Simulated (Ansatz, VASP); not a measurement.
**Si3C2 in VASP and in Ansatz**

```
CELL_PARAMETERS angstrom
3.96889 0.00000 0.00000
0.00000 3.96889 0.00000
0.00000 0.00000 3.96889
ATOMIC_POSITIONS crystal
Si 0.00000 0.50000 0.50000
Si 0.50000 0.00000 0.50000
Si 0.50000 0.50000 0.00000
C 0.50000 0.50000 0.50000
C 0.00000 0.00000 0.00000
```

Alike in both runs: functional PBE; k mesh 10 × 10 × 10; occupations gaussian, width 0.1 eV; no spin polarisation.

Ansatz relaxed the structure, and its values are those at the end. VASP's run is a single point on that final structure, the one shown.

|  | VASP | Ansatz |
| --- | --- | --- |
| version | VASP 6.6.1 | Ansatz 0.2.0 |
| potentials or method | VASP PAW PBE potentials, release 64 (Si, C), cutoff 520 eV | scalar-relativistic, plane waves, PAW |
| valence electrons in the cell | 20 | 20 |

```tsv
	VASP	Ansatz	Ansatz less VASP
gap on the k mesh at the Fermi level (eV)	none	none	-
pressure (GPa)	0.0	0.0	-0.06
```

A gap of «none» marks a metal or a gap that the smearing closes. With one functional, cell and mesh, what is left measures potentials, basis and numerics.
